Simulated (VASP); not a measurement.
# HfC (Fm-3m) in VASP: notebook

Aim: see how the results for HfC move with the level of theory and the settings. Levels: PBE, PBE+D4, RPBE+D4. Tasks: single point.

All numbers are computed with VASP 6.6.1; they aren't measurements. Logs are shortened: lines on timing, memory, paths and dates and some standing lists are left out, and cuts for length are marked.

**1. The cell of the first run**

The structure is cubic, space group Fm-3m (No. 225). The conventional cell has a = 4.650 Å, b = 4.650 Å, c = 4.650 Å, α = 90.00°, β = 90.00°, γ = 90.00°. Within 3.1 Å of Hf (site symmetry m-3m) lie 6 C at 2.33 Å. Within 3.1 Å of C (site symmetry m-3m) lie 6 Hf at 2.33 Å.

**2. Single point, PBE**

File INCAR:

```
SYSTEM = HfC
ALGO = Normal
EDIFF = 1E-6
ENCUT = 520
GGA = PE
ISIF = 2
ISMEAR = -1
LASPH = .TRUE.
LCHARG = .FALSE.
LREAL = .FALSE.
LWAVE = .FALSE.
NBANDS = 14
NELM = 60
PREC = Accurate
SIGMA = 0.06
```

File KPOINTS:

```
k-points
0
G
  5 5 5
  0 0 0
```

File POSCAR:

```
HfC
1.0
    0.0000000000      2.3250000000      2.3250000000
    2.3250000000      0.0000000000      2.3250000000
    2.3250000000      2.3250000000      0.0000000000
Hf C
1 1
Direct
    0.5000000000      0.5000000000      0.5000000000
    0.0000000000      0.0000000000      0.0000000000
```

Potentials or basis: VASP PAW PBE potentials, release 64 (Hf_pv, C).

Launch:

```bash
> cat potpaw_PBE.64/Hf_pv/POTCAR potpaw_PBE.64/C/POTCAR > POTCAR
> mpirun -np 1 vasp_std > vasp.out
```

OUTCAR:

```text
SYSTEM = HfC
   EDIFF = 1E-6
   ENCUT = 520
   GGA = PE
   ISIF = 2
   ISMEAR = -1
   LASPH = .TRUE.
   LREAL = .FALSE.
   NELM = 60
   PREC = Accurate

 ion  position               nearest neighbor table
   1  0.500  0.500  0.500-   2 2.33   2 2.33   2 2.33   2 2.33   2 2.33   2 2.33
   2  0.000  0.000  0.000-   1 2.33   1 2.33   1 2.33   1 2.33   1 2.33   1 2.33

  LATTYP: Found a face centered cubic cell.
 ALAT       =     4.6500000000

  Lattice vectors:

 A1 = (   0.0000000000,   2.3250000000,   2.3250000000)
 A2 = (   2.3250000000,   0.0000000000,   2.3250000000)
 A3 = (   2.3250000000,   2.3250000000,   0.0000000000)

Analysis of symmetry for initial positions (statically):
=====================================================================
 Subroutine PRICEL returns:
 Original cell was already a primitive cell.

 Routine SETGRP: Setting up the symmetry group for a
 face centered cubic supercell.

 Subroutine GETGRP returns: Found 48 space group operations
 (whereof 48 operations were pure point group operations)
 out of a pool of 48 trial point group operations.

The static configuration has the point symmetry O_h .

Analysis of symmetry for dynamics (positions and initial velocities):
=====================================================================
 Subroutine PRICEL returns:
 Original cell was already a primitive cell.

 Routine SETGRP: Setting up the symmetry group for a
 face centered cubic supercell.

 Subroutine GETGRP returns: Found 48 space group operations
 (whereof 48 operations were pure point group operations)
 out of a pool of 48 trial point group operations.

The dynamic configuration has the point symmetry O_h .

 Subroutine INISYM returns: Found 48 space group operations
 (whereof 48 operations are pure point group operations),
 and found     1 'primitive' translations

----------------------------------------------------------------------------------------

                                     Primitive cell

  volume of cell :      25.1362

  direct lattice vectors                    reciprocal lattice vectors
     0.000000000  2.325000000  2.325000000    -0.215053763  0.215053763  0.215053763
     2.325000000  0.000000000  2.325000000     0.215053763 -0.215053763  0.215053763
     2.325000000  2.325000000  0.000000000     0.215053763  0.215053763 -0.215053763

  length of vectors
     3.288046533  3.288046533  3.288046533     0.372484045  0.372484045  0.372484045

  position of ions in fractional coordinates (direct lattice)
     0.500000000  0.500000000  0.500000000
     0.000000000  0.000000000  0.000000000

  ion indices of the primitive-cell ions
   primitive index   ion index
                 1           1
                 2           2

----------------------------------------------------------------------------------------

 KPOINTS: k-points

Automatic generation of k-mesh.
 Grid dimensions read from file:
 generate k-points for:    5    5    5

 Generating k-lattice:

  Cartesian coordinates                     Fractional coordinates (reciprocal lattice)
    -0.043010753  0.043010753  0.043010753     0.200000000  0.000000000  0.000000000
     0.043010753 -0.043010753  0.043010753     0.000000000  0.200000000  0.000000000
     0.043010753  0.043010753 -0.043010753     0.000000000  0.000000000  0.200000000

  Length of vectors
     0.074496809  0.074496809  0.074496809

  Shift w.r.t. Gamma in fractional coordinates (k-lattice)
     0.000000000  0.000000000  0.000000000

 Subroutine IBZKPT returns following result:
 ===========================================

 Found     10 irreducible k-points:

 Following reciprocal coordinates:
            Coordinates               Weight
  0.000000  0.000000  0.000000      1.000000
  0.200000  0.000000  0.000000      8.000000
  0.400000  0.000000  0.000000      8.000000
  0.200000  0.200000  0.000000      6.000000
  0.400000  0.200000  0.000000     24.000000
 -0.400000  0.200000  0.000000     24.000000
 -0.200000  0.200000  0.000000     12.000000
  0.400000  0.400000  0.000000      6.000000
 -0.400000  0.400000  0.000000     12.000000
 -0.400000  0.400000  0.200000     24.000000
   k-points           NKPTS =     10   k-points in BZ     NKDIM =     10   number of bands    NBANDS=     14
   number of dos      NEDOS =    301   number of ions     NIONS =      2
   total plane-waves  NPLWV =  13824
   dimension x,y,z NGX =    24 NGY =   24 NGZ =   24
   dimension x,y,z NGXF=    48 NGYF=   48 NGZF=   48
   ions per type =               1   1
   NGX,Y,Z   is equivalent  to a cutoff of  12.13, 12.13, 12.13 a.u.
   NGXF,Y,Z  is equivalent  to a cutoff of  24.27, 24.27, 24.27 a.u.
 SYSTEM =  HfC
   PREC   = accura    normal or accurate (medium, high low for compatibility)
   ISTART =      0    job   : 0-new  1-cont  2-samecut
   ICHARG =      2    charge: 1-file 2-atom 10-const
   ISPIN  =      1    spin polarized calculation?
   LNONCOLLINEAR =      F non collinear calculations
   LSORBIT =      F    spin-orbit coupling
   LASPH  =      T    aspherical Exc in radial PAW
   ENCUT  =  520.0 eV  38.22 Ry    6.18 a.u.   6.11  6.11  6.11*2*pi/ulx,y,z
   NELM   =     60;   NELMIN=  2; NELMDL= -5     # of ELM steps
   EDIFF  = 0.1E-05   stopping-criterion for ELM
   LREAL  =      F    real-space projection
   EDIFFG = 0.1E-04   stopping-criterion for IOM
   NSW    =      0    number of steps for IOM
   IBRION =     -1    ionic relax: 0-MD 1-quasi-New 2-CG
   NFREE  =      0    steps in history (QN), initial steepest desc. (CG)
   ISIF   =      2    stress and relaxation
   ISYM   =      2    0-nonsym 1-usesym 2-fastsym
   POTIM  = 0.5000    time-step for ionic-motion
   TEBEG  =    0.0;   TEEND  =   0.0 temperature during run
   PSTRESS=    0.0 pullay stress
   NELECT =      14.0000    total number of electrons
   NUPDOWN=      -1.0000    fix difference up-down
   EMIN   =  10.00;   EMAX   =-10.00  energy-range for DOS
   EFERMI =   0.00;   METHOD = LEGACY
   ISMEAR =    -1;   SIGMA  =   0.06  broadening in eV -4-tet -1-fermi 0-gaus
   EFERMI_NEDOS =   21; number of points for ismear=-14 and -15
   IALGO  =     38    algorithm
   IMIX   =      4    mixing-type and parameters
     AMIX     =   0.40;   BMIX     =  1.00
     AMIX_MAG =   1.60;   BMIX_MAG =  1.00
  volume/ion in A,a.u.               =      12.57        84.81
  Fermi-wavevector in a.u.,A,eV,Ry     =   1.346949  2.545365 24.684672  1.814272
  Thomas-Fermi vector in A             =   2.474740
   LORBIT       =      0    0 simple, 1 ext, 2 COOP (PROOUT), +10 PAW based schemes
   GGA     = PE    functional components
[... 5 lines left out ...]
 non-spin polarized calculation
  energy-cutoff  :      520.00
  volume of cell :       25.14
 maximum number of plane-waves:       687
   NGX = 13   NGY = 13   NGZ = 13

 number of electron      14.0000000 magnetization

 Free energy of the ion-electron system (eV)
  ---------------------------------------------------
  ext. energy  EPLUGINS =         0.00000000
  ---------------------------------------------------
  free energy    TOTEN  =       -21.00321243 eV

  energy without entropy =      -20.99217327  energy(sigma->0) =      -20.99769285

 E-fermi :   5.8143     XC(G=0): -12.2822

 val. band max:        5.7569658821   @ k =   0.4000   0.4000   0.0000
 cond. band min:       5.9253719890   @ k =   0.2000   0.2000   0.0000
 fundamental gap:      0.1684061069
 Fermi energy:         5.8143483849

 k-point     1 :       0.0000    0.0000    0.0000
  band No.  band energies     occupation
      1     -23.6307      2.00000
      2     -23.6307      2.00000
      3     -23.6307      2.00000
      4      -6.3379      2.00000
      5       6.9837      0.00000
      6       6.9837      0.00000
      7       6.9837      0.00000
      8       7.3392      0.00000
      9       7.3392      0.00000
     10       7.3392      0.00000
     11       9.3399      0.00000
     12       9.3399      0.00000
     13      12.8002      0.00000
     14      16.9527      0.00000

 k-point     2 :       0.2000    0.0000    0.0000
  band No.  band energies     occupation
      1     -23.8743      2.00000
      2     -23.6546      2.00000
      3     -23.6546      2.00000
      4      -5.3892      2.00000
      5       3.8171      2.00000
      6       4.7467      2.00000
      7       4.7467      2.00000
      8       8.4893      0.00000
      9       8.4893      0.00000
     10       8.6545      0.00000
     11      12.4373      0.00000
     12      12.4373      0.00000
     13      14.5041      0.00000
     14      19.2649      0.00000

 k-point     3 :       0.4000    0.0000    0.0000
  band No.  band energies     occupation
      1     -24.2441      2.00000
      2     -23.6928      2.00000
      3     -23.6928      2.00000
      4      -3.2534      2.00000
      5       0.6011      2.00000
      6       3.1889      2.00000
      7       3.1889      2.00000
      8      10.4427      0.00000
      9      10.7041      0.00000
     10      10.7041      0.00000
     11      14.0508      0.00000
     12      16.3967      0.00000
     13      16.3967      0.00000
     14      19.6653      0.00000
[... 86 lines left out ...]
 k-point     9 :      -0.4000    0.4000    0.0000
  band No.  band energies     occupation
      1     -24.1559      2.00000
      2     -23.9668      2.00000
      3     -23.8243      2.00000
      4      -3.9847      2.00000
      5       2.9708      2.00000
      6       3.2787      2.00000
      7       4.7173      2.00000
      8       6.9295      0.00000
      9      12.0496      0.00000
     10      12.3242      0.00000
     11      13.3816      0.00000
     12      14.4093      0.00000
     13      16.4416      0.00000
     14      18.7060      0.00000

 k-point    10 :      -0.4000    0.4000    0.2000
  band No.  band energies     occupation
      1     -24.1186      2.00000
      2     -23.9624      2.00000
      3     -23.8181      2.00000
      4      -3.6481      2.00000
      5       2.1333      2.00000
      6       3.3830      2.00000
      7       3.6972      2.00000
      8       8.6539      0.00000
      9      10.7275      0.00000
     10      12.4666      0.00000
     11      12.9507      0.00000
     12      15.2721      0.00000
     13      17.9735      0.00000
     14      19.0861      0.00000

------------------------ aborting loop because EDIFF is reached ----------------------------------------

  FORCE on cell =-STRESS in cart. coord.  units (eV):
  Direction    XX          YY          ZZ          XY          YZ          ZX
  --------------------------------------------------------------------------------------
  -------------------------------------------------------------------------------------
  Total        0.0281850      0.0281850      0.0281850      0.0000000     -0.0000000      0.0000000
  in kB        1.7965078      1.7965078      1.7965078      0.0000000     -0.0000000      0.0000000
  external PRESSURE =       1.7965078 kB  Pullay stress =       0.0000000 kB

 VOLUME and BASIS-vectors are now :
 -----------------------------------------------------------------------------
  energy-cutoff  :      520.00
  volume of cell :       25.14
      direct lattice vectors                 reciprocal lattice vectors
     0.000000000  2.325000000  2.325000000    -0.215053763  0.215053763  0.215053763
     2.325000000  0.000000000  2.325000000     0.215053763 -0.215053763  0.215053763
     2.325000000  2.325000000  0.000000000     0.215053763  0.215053763 -0.215053763

 POSITION                                       TOTAL-FORCE (eV/Angst)
 -----------------------------------------------------------------------------------
      2.32500      2.32500      2.32500        -0.000000     -0.000000     -0.000000
      0.00000      0.00000      0.00000         0.000000      0.000000      0.000000
 -----------------------------------------------------------------------------------
    total drift:                                0.000000     -0.000000      0.000000

  FREE ENERGIE OF THE ION-ELECTRON SYSTEM (eV)
  ---------------------------------------------------
  free  energy   TOTEN  =       -21.0032124320 eV

  energy  without entropy=      -20.9921732696  energy(sigma->0) =      -20.99769285
```

Run time: 3.6 s. Hardware: 1 thread of Intel Xeon 6975P-C (Granite Rapids), shared host; peak memory 0.13 GiB.

Results:

```
Free energy            : -21.0032 eV
Pressure               : 0.2 GPa
Band gap on the k mesh : zero (band 7 reaches 6.98 eV, above the bottom of band 8 at 5.76 eV)
```

Levels at points of the mesh, in eV from the Fermi level:
| k point | band 4 | band 5 | band 6 | band 7 | band 8 | band 9 | band 10 | band 11 |
| --- | --- | --- | --- | --- | --- | --- | --- | --- |
| (0.00, 0.00, 0.00) | -12.15 | 1.17 | 1.17 | 1.17 | 1.52 | 1.52 | 1.52 | 3.53 |

Caveat: the k points lie up to 0.47 Å⁻¹ apart; spin-orbit coupling is left out, which moves the levels of the heavy elements.

**3. Single point, PBE+D4**

This run uses another cell than the first one, of 12.39 Å³/atom, 0.986 times its volume.

File INCAR:

```
PREC = Accurate
ENCUT = 520
EDIFF = 1E-6
ISMEAR = -1
SIGMA = 0.05
LREAL = F
LASPH = T
NELM = 100
ALGO = Normal
ISIF = 2
LWAVE = F
LCHARG = F
GGA = PE
IVDW = 13
NBANDS = 14
```

File KPOINTS:

```
Automatic mesh
0
Gamma
  10 10 10
```

File POSCAR:

```
HfC
1.0
    0.0000000000      2.3142286005      2.3142286005
    2.3142286005      0.0000000000      2.3142286005
    2.3142286005      2.3142286005      0.0000000000
Hf C
1 1
Direct
    0.5000000000      0.5000000000      0.5000000000
    0.0000000000      0.0000000000      0.0000000000
```

Potentials or basis: VASP PAW PBE potentials, release 64 (Hf_pv, C).

Launch:

```bash
> cat potpaw_PBE.64/Hf_pv/POTCAR potpaw_PBE.64/C/POTCAR > POTCAR
> mpirun -np 1 vasp_std > vasp.out
```

OUTCAR:

```text
PREC = Accurate
   ENCUT = 520
   EDIFF = 1E-6
   ISMEAR = -1
   LREAL = F
   LASPH = T
   NELM = 100
   ISIF = 2
   GGA = PE
   IVDW = 13

 ion  position               nearest neighbor table
   1  0.500  0.500  0.500-   2 2.31   2 2.31   2 2.31   2 2.31   2 2.31   2 2.31
   2  0.000  0.000  0.000-   1 2.31   1 2.31   1 2.31   1 2.31   1 2.31   1 2.31

  LATTYP: Found a face centered cubic cell.
 ALAT       =     4.6284572010

  Lattice vectors:

 A1 = (   0.0000000000,   2.3142286005,   2.3142286005)
 A2 = (   2.3142286005,   0.0000000000,   2.3142286005)
 A3 = (   2.3142286005,   2.3142286005,   0.0000000000)

Analysis of symmetry for initial positions (statically):
=====================================================================
 Subroutine PRICEL returns:
 Original cell was already a primitive cell.

 Routine SETGRP: Setting up the symmetry group for a
 face centered cubic supercell.

 Subroutine GETGRP returns: Found 48 space group operations
 (whereof 48 operations were pure point group operations)
 out of a pool of 48 trial point group operations.

The static configuration has the point symmetry O_h .

Analysis of symmetry for dynamics (positions and initial velocities):
=====================================================================
 Subroutine PRICEL returns:
 Original cell was already a primitive cell.

 Routine SETGRP: Setting up the symmetry group for a
 face centered cubic supercell.

 Subroutine GETGRP returns: Found 48 space group operations
 (whereof 48 operations were pure point group operations)
 out of a pool of 48 trial point group operations.

The dynamic configuration has the point symmetry O_h .

 Subroutine INISYM returns: Found 48 space group operations
 (whereof 48 operations are pure point group operations),
 and found     1 'primitive' translations

----------------------------------------------------------------------------------------

[... 120 lines left out ...]
   IVDW    =    13    specifies the selected vdW correction
   LEPSILON=     F    determine dielectric tensor
   LRPA    =     F    only Hartree local field effects (RPA)
 non-spin polarized calculation
  energy-cutoff  :      520.00
  volume of cell :       24.79
 maximum number of plane-waves:       692
   NGX = 13   NGY = 13   NGZ = 13

 number of electron      14.0000002 magnetization

 Free energy of the ion-electron system (eV)
  ---------------------------------------------------
  ext. energy  EPLUGINS =         0.00000000
  ---------------------------------------------------
  free energy    TOTEN  =       -21.04138933 eV

  energy without entropy =      -21.03867352  energy(sigma->0) =      -21.04003143

 E-fermi :   6.0848     XC(G=0): -12.3543

 val. band max:        6.0677925817   @ k =   0.1000   0.0000   0.0000
 cond. band min:       6.2105019027   @ k =   0.1000   0.1000   0.0000
 fundamental gap:      0.1427093210
 Fermi energy:         6.0847646971

 k-point     1 :       0.0000    0.0000    0.0000
  band No.  band energies     occupation
      1     -23.4426      2.00000
      2     -23.4426      2.00000
      3     -23.4426      2.00000
      4      -6.3192      2.00000
      5       7.0678      0.00000
      6       7.0678      0.00000
      7       7.0678      0.00000
      8       7.4569      0.00000
      9       7.4569      0.00000
     10       7.4569      0.00000
     11       9.4955      0.00000
     12       9.4955      0.00000
     13      13.0548      0.00000
     14      17.1025      0.00000
[... 377 lines left out ...]
      1     -23.9591      2.00000
      2     -23.6500      2.00000
      3     -23.6283      2.00000
      4      -4.2099      2.00000
      5       2.3228      2.00000
      6       4.2313      2.00000
      7       5.3471      2.00000
      8       6.2723      0.04594
      9      11.5078      0.00000
     10      12.5472      0.00000
     11      12.6759      0.00000
     12      14.4998      0.00000
     13      17.8552      0.00000
     14      18.8720      0.00000

 [... further k-points ...]

------------------------ aborting loop because EDIFF is reached ----------------------------------------

  DFT-D4 for vdW energy calculation

  Edisp (eV):   -0.50737

  FORCE on cell =-STRESS in cart. coord.  units (eV):
  Direction    XX          YY          ZZ          XY          YZ          ZX
  --------------------------------------------------------------------------------------
  -------------------------------------------------------------------------------------
  Total      -0.10237    -0.10237    -0.10237     0.00000     0.00000     0.00000
  in kB      -6.61634    -6.61634    -6.61634     0.00000     0.00000     0.00000
  external pressure =       -6.62 kB  Pullay stress =        0.00 kB

 VOLUME and BASIS-vectors are now :
 -----------------------------------------------------------------------------
  energy-cutoff  :      520.00
  volume of cell :       24.79
      direct lattice vectors                 reciprocal lattice vectors
     0.000000000  2.314228600  2.314228600    -0.216054715  0.216054715  0.216054715
     2.314228600  0.000000000  2.314228600     0.216054715 -0.216054715  0.216054715
     2.314228600  2.314228600  0.000000000     0.216054715  0.216054715 -0.216054715

 POSITION                                       TOTAL-FORCE (eV/Angst)
 -----------------------------------------------------------------------------------
      2.31423      2.31423      2.31423        -0.000000      0.000000     -0.000000
      0.00000      0.00000      0.00000         0.000000      0.000000      0.000000
 -----------------------------------------------------------------------------------
    total drift:                                0.000000     -0.000000      0.000000

  FREE ENERGIE OF THE ION-ELECTRON SYSTEM (eV)
  ---------------------------------------------------
  free  energy   TOTEN  =       -21.5487573125 eV

  energy  without entropy=      -21.5460415047  energy(sigma->0) =      -21.54739941
```

stdout:

```text
POSCAR found type information on POSCAR HfC
 POSCAR found :  2 types and       2 ions
 scaLAPACK will be used
 LDA part: xc-table for (Slater+PW92), standard interpolation
 POSCAR, INCAR and KPOINTS ok, starting setup
 FFT: planning ... GRIDC
 FFT: planning ... GRID_SOFT
 FFT: planning ... GRID
 WAVECAR not read
 entering main loop
```

Run time: 7.2 s. Hardware: 1 thread of Intel Xeon 6975P-C (Granite Rapids), shared host; peak memory 0.14 GiB.

Results:

| Property | Result |
| --- | --- |
| Free energy | -21.5488 eV |
| Pressure | -0.7 GPa |
| Band gap on the k mesh | zero (band 7 reaches 7.07 eV, above the bottom of band 8 at 5.66 eV) |
| Dispersion energy per atom | -0.254 eV |

Caveat: spin-orbit coupling is left out, which moves the levels of the heavy elements; pairwise dispersion overbinds metals, which lowers pressure and volume.

(Part 1 of 2 ends here.)
